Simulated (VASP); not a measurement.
Here is a VASP 6.6.1 calculation.

File INCAR:

```
  ALGO = Normal
  EDIFF = 1E-6
  ENCUT = 520
  GGA = PS
  ISIF = 2
  ISMEAR = -1
  LASPH = T
  LCHARG = F
  LREAL = F
  LWAVE = F
  NBANDS = 16
  NELM = 60
  PREC = Accurate
  SIGMA = 0.05
```

KPOINTS

```
k-points
0
Gamma
  12 12 12
```

POSCAR

```
CdSe
1.0
    0.0000000000      2.8137356268      2.8137356268
    2.8137356268      0.0000000000      2.8137356268
    2.8137356268      2.8137356268      0.0000000000
Cd Se
1 1
Direct
    0.0000000000      0.0000000000      0.0000000000
    0.5000000000      0.5000000000      0.5000000000
```

Potentials or basis: VASP PAW PBE potentials, release 64 (Cd, Se).

Command:

```console
$ cat potpaw_PBE.64/Cd/POTCAR potpaw_PBE.64/Se/POTCAR > POTCAR
$ mpirun -np 1 vasp_std > vasp.out
```

Task: What does it give for the pressure?

Result: 0.5 GPa.

Task: Estimate the band gap on the k mesh.

Result: Zero (band 9 reaches 2.70 eV, above the bottom of band 10 at 2.16 eV).

Caveat: the PAW data sets were made with another functional, which shifts forces and pressure a little.
